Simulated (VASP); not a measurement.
# SrO (Fm-3m) in VASP: further runs, part 2 of 2

VASP 6.6.1. Earlier steps stand in the parts before.

## (4) Single point, PBE

Input file INCAR:

```
SYSTEM = SrO
PREC = Accurate
ENCUT = 520
EDIFF = 1E-6
ISMEAR = -1
SIGMA = 0.02
LREAL = .FALSE.
LASPH = .TRUE.
NELM = 80
ALGO = Normal
ISIF = 2
LWAVE = .FALSE.
LCHARG = .FALSE.
GGA = PE
NBANDS = 15
```

Input file KPOINTS:

```
regular mesh
0
G
  8 8 8
  0 0 0
```

Input file POSCAR:

```
SrO
1.0
    0.0000000000      2.5698000000      2.5698000000
    2.5698000000      0.0000000000      2.5698000000
    2.5698000000      2.5698000000      0.0000000000
Sr O
1 1
Direct
    0.0000000000      0.0000000000      0.0000000000
    0.5000000000      0.5000000000      0.5000000000
```

Command:

```bash
$ cat potpaw_PBE.64/Sr_sv/POTCAR potpaw_PBE.64/O/POTCAR > POTCAR
$ mpirun -np 1 vasp_std > vasp.out
```

Run time: 7 s. Hardware: 1 thread of Intel Xeon 6975P-C (Granite Rapids), shared host; peak memory 0.16 GiB.

It converged, with:

```
Free energy            : -12.0403 eV
Pressure               : 3.5 GPa
Band gap on the k mesh : 3.26 eV, indirect (least direct gap 3.35 eV)
```

Levels at points of the mesh, in eV from the valence-band top:
| k point | band 6 | band 7 | band 8 | band 9 | band 10 | band 11 |
| --- | --- | --- | --- | --- | --- | --- |
| (0.00, 0.00, 0.00) | 0.00 | 0.00 | 0.00 | 3.99 | 6.21 | 6.21 |
| (0.50, 0.00, 0.00) | -2.17 | -1.14 | -1.14 | 6.56 | 8.47 | 8.86 |
| (0.50, 0.50, 0.00) | -0.43 | -0.09 | -0.09 | 3.26 | 7.81 | 10.18 |

## (5) Single point, PBE, non-collinear spin, zero start, spin-orbit coupling

Input file INCAR:

```
SYSTEM = SrO
  ALGO = Normal
  EDIFF = 1E-6
  ENCUT = 520
  GGA = PE
  GGA_COMPAT = .False.
  ISIF = 2
  ISMEAR = -1
  LASPH = .True.
  LCHARG = .False.
  LORBIT = 11
  LORBMOM = .True.
  LREAL = .False.
  LSORBIT = .True.
  LWAVE = .False.
  MAGMOM = 0 0 0 0 0 0
  NBANDS = 28
  NELM = 150
  PREC = Accurate
  SIGMA = 0.02
```

Input file KPOINTS:

```
k-points
0
Gamma
  8 8 8
  0 0 0
```

POSCAR is that of step 4.

Potentials or basis: VASP PAW PBE potentials, release 64 (Sr_sv, O).

Command:

```bash
$ cat potpaw_PBE.64/Sr_sv/POTCAR potpaw_PBE.64/O/POTCAR > POTCAR
$ mpirun -np 1 vasp_ncl > vasp.out
```

OUTCAR:

```text
SYSTEM = SrO
   EDIFF = 1E-6
   ENCUT = 520
   GGA = PE
   ISIF = 2
   ISMEAR = -1
   LASPH = .True.
   LORBIT = 11
   LREAL = .False.
   LSORBIT = .True.
   NELM = 150
   PREC = Accurate

 ion  position               nearest neighbor table
   1  0.000  0.000  0.000-   2 2.57   2 2.57   2 2.57   2 2.57   2 2.57   2 2.57
   2  0.500  0.500  0.500-   1 2.57   1 2.57   1 2.57   1 2.57   1 2.57   1 2.57

  LATTYP: Found a face centered cubic cell.
 ALAT       =     5.1396000000

  Lattice vectors:

 A1 = (   0.0000000000,   2.5698000000,   2.5698000000)
 A2 = (   2.5698000000,   0.0000000000,   2.5698000000)
 A3 = (   2.5698000000,   2.5698000000,   0.0000000000)

Analysis of symmetry for initial positions (statically):
=====================================================================
 Subroutine PRICEL returns:
 Original cell was already a primitive cell.

 Routine SETGRP: Setting up the symmetry group for a
 face centered cubic supercell.

 Subroutine GETGRP returns: Found 48 space group operations
 (whereof 48 operations were pure point group operations)
 out of a pool of 48 trial point group operations.

The static configuration has the point symmetry O_h .

Analysis of symmetry for dynamics (positions and initial velocities):
=====================================================================
 Subroutine PRICEL returns:
 Original cell was already a primitive cell.

 Routine SETGRP: Setting up the symmetry group for a
 face centered cubic supercell.

 Subroutine GETGRP returns: Found 48 space group operations
 (whereof 48 operations were pure point group operations)
 out of a pool of 48 trial point group operations.

The dynamic configuration has the point symmetry O_h .

Analysis of structural, dynamic, and magnetic symmetry:
=====================================================================
 Subroutine PRICEL returns:
 Original cell was already a primitive cell.

 Routine SETGRP: Setting up the symmetry group for a
[... 953 lines left out ...]

 # of ion     p       d       tot
 ----------------------------------------
  1         0.000  -0.000  -0.000
  2         0.000   0.000   0.000
 ----------------------------------------
            0.000  -0.000  -0.000

 orbital moment (z)

 # of ion     p       d       tot
 ----------------------------------------
  1         0.000   0.000   0.000
  2         0.000   0.000   0.000
 ----------------------------------------
            0.000   0.000   0.000

 Spin-Orbit-Coupling matrix elements

 Ion:    1  E_soc:     -0.1752461
 l=   1
     0.0000000    -0.0291809    -0.0291809
    -0.0291809     0.0000000    -0.0291809
    -0.0291809    -0.0291809     0.0000000
 l=   2
     0.0000000    -0.0000017     0.0000000    -0.0000017    -0.0000252
    -0.0000017     0.0000000    -0.0000189    -0.0000017    -0.0000063
     0.0000000    -0.0000189     0.0000000    -0.0000189     0.0000000
    -0.0000017    -0.0000017    -0.0000189     0.0000000    -0.0000063
    -0.0000252    -0.0000063     0.0000000    -0.0000063     0.0000000
 l=   3
     0.0000000     0.0000000     0.0000000     0.0000000     0.0000000     0.0000000     0.0000000
     0.0000000     0.0000000     0.0000000     0.0000000     0.0000000     0.0000000     0.0000000
     0.0000000     0.0000000     0.0000000     0.0000000     0.0000000     0.0000000     0.0000000
     0.0000000     0.0000000     0.0000000     0.0000000     0.0000000     0.0000000     0.0000000
     0.0000000     0.0000000     0.0000000     0.0000000     0.0000000     0.0000000     0.0000000
     0.0000000     0.0000000     0.0000000     0.0000000     0.0000000     0.0000000     0.0000000
     0.0000000     0.0000000     0.0000000     0.0000000     0.0000000     0.0000000     0.0000000

 Ion:    2  E_soc:     -0.0003167
 l=   1
     0.0000000    -0.0000528    -0.0000528
    -0.0000528     0.0000000    -0.0000528
    -0.0000528    -0.0000528     0.0000000
 l=   2
     0.0000000     0.0000000     0.0000000     0.0000000     0.0000000
     0.0000000     0.0000000     0.0000000     0.0000000     0.0000000
     0.0000000     0.0000000     0.0000000     0.0000000     0.0000000
     0.0000000     0.0000000     0.0000000     0.0000000     0.0000000
     0.0000000     0.0000000     0.0000000     0.0000000     0.0000000
 l=   3
     0.0000000     0.0000000     0.0000000     0.0000000     0.0000000     0.0000000     0.0000000
     0.0000000     0.0000000     0.0000000     0.0000000     0.0000000     0.0000000     0.0000000
     0.0000000     0.0000000     0.0000000     0.0000000     0.0000000     0.0000000     0.0000000
     0.0000000     0.0000000     0.0000000     0.0000000     0.0000000     0.0000000     0.0000000
     0.0000000     0.0000000     0.0000000     0.0000000     0.0000000     0.0000000     0.0000000
     0.0000000     0.0000000     0.0000000     0.0000000     0.0000000     0.0000000     0.0000000
     0.0000000     0.0000000     0.0000000     0.0000000     0.0000000     0.0000000     0.0000000

 total charge

# of ion       s       p       d       tot
------------------------------------------
    1        2.017   5.835   0.259   8.111
    2        1.552   3.424   0.000   4.976
--------------------------------------------------
tot          3.569   9.259   0.259  13.087

 magnetization (x)

# of ion       s       p       d       tot
------------------------------------------
    1        0.000  -0.000   0.000  -0.000
    2        0.000   0.000   0.000   0.000
--------------------------------------------------
tot          0.000   0.000   0.000   0.000

 magnetization (y)

# of ion       s       p       d       tot
------------------------------------------
    1       -0.000   0.000   0.000  -0.000
    2        0.000   0.000   0.000   0.000
--------------------------------------------------
tot         -0.000   0.000   0.000   0.000

 magnetization (z)

# of ion       s       p       d       tot
------------------------------------------
    1        0.000  -0.000   0.000  -0.000
    2        0.000   0.000   0.000   0.000
--------------------------------------------------
tot          0.000   0.000   0.000   0.000
```

stdout:

```text
POSCAR found type information on POSCAR SrO
 POSCAR found :  2 types and       2 ions
 scaLAPACK will be used
 LDA part: xc-table for (Slater+PW92), standard interpolation
 POSCAR, INCAR and KPOINTS ok, starting setup
 FFT: planning ... GRIDC
 FFT: planning ... GRID_SOFT
 FFT: planning ... GRID
 WAVECAR not read
 entering main loop
```

Run time: 32 s. Hardware: 1 thread of Intel Xeon 6975P-C (Granite Rapids), shared host; peak memory 0.26 GiB.

Results:

* Free energy: -12.1275 eV
* Pressure: 3.5 GPa
* Net moment: 0.00 μB per cell
* Valence electrons inside the program's atomic spheres: Sr 8.11; O 4.98

Moments on the atoms (μB; x, y, z):
```
Sr  0.00 0.00 0.00
O   0.00 0.00 0.00
```

## (6) Single point, RPBE

Input file INCAR:

```
SYSTEM = SrO
ALGO     = Normal         ! electronic algorithm
EDIFF    = 1E-7           ! SCF threshold, eV
ENCUT    = 520            ! plane-wave cutoff, eV
GGA      = RP             ! functional
ISIF     = 2              ! what is computed and relaxed
ISMEAR   = -4             ! smearing method
LASPH    = .TRUE.         ! aspherical terms in the spheres
LCHARG   = .FALSE.        ! write CHGCAR
LREAL    = .FALSE.        ! projectors in reciprocal space
LWAVE    = .FALSE.        ! write WAVECAR
NBANDS   = 15             ! bands
NELM     = 60             ! most SCF steps
PREC     = Accurate       ! precision mode
SIGMA    = 0.1            ! smearing width, eV
```

Input file KPOINTS:

```
k-points
0
G
  8 8 8
  0 0 0
```

POSCAR is that of step 5.

Potentials or basis: VASP PAW PBE potentials, release 64 (Sr_sv, O).

Command:

```bash
$ cat potpaw_PBE.64/Sr_sv/POTCAR potpaw_PBE.64/O/POTCAR > POTCAR
$ mpirun -np 1 vasp_std > vasp.out
```

Run time: 7.4 s. Hardware: 1 thread of Intel Xeon 6975P-C (Granite Rapids), shared host; peak memory 0.16 GiB.

The run converged. Its results:

| Item | Value |
| --- | --- |
| Free energy | -11.3370 eV |
| Pressure | 6.6 GPa |
| Band gap on the k mesh | 3.38 eV, indirect (least direct gap 3.47 eV) |

Levels at points of the mesh, in eV from the valence-band top:
| k point | band 4 | band 5 | band 6 | band 7 | band 8 | band 9 | band 10 | band 11 | band 12 | band 13 |
| --- | --- | --- | --- | --- | --- | --- | --- | --- | --- | --- |
| (0.00, 0.00, 0.00) | -14.13 | -14.13 | 0.00 | 0.00 | 0.00 | 4.17 | 6.27 | 6.27 | 6.27 | 8.39 |
| (0.50, 0.00, 0.00) | -14.21 | -12.95 | -2.12 | -1.13 | -1.13 | 6.65 | 8.63 | 8.88 | 8.88 | 11.89 |
| (0.50, 0.50, 0.00) | -14.49 | -14.49 | -0.43 | -0.09 | -0.09 | 3.38 | 7.86 | 10.15 | 10.57 | 11.06 |

Caveat: the PAW data sets were made with another functional, which shifts forces and pressure a little.

## (7) Summary

```tsv
level	potentials or basis	spin	smearing	gap on the mesh (eV)	pressure (GPa)
LDA	VASP PAW LDA potentials, release 64 (Sr_sv, O)	off	fermi-dirac 0.02 eV	3.10	-3.5
PBE	VASP PAW PBE potentials, release 64 (Sr_sv, O)	off	fermi-dirac 0.02 eV	3.26	3.5
PBE	VASP PAW PBE potentials, release 64 (Sr_sv, O)	non-collinear, zero start, SOC	fermi-dirac 0.02 eV	-	3.5
RPBE	VASP PAW PBE potentials, release 64 (Sr_sv, O)	off	tetrahedron	3.38	6.6
```

Alike in all rows: task single point; cell as given; k mesh 8 × 8 × 8; cutoff (eV) 520.

Caveats: the PAW data sets were made with another functional, which shifts forces and pressure a little (some runs).

Absolute energies hang on the potentials; compare differences alone.
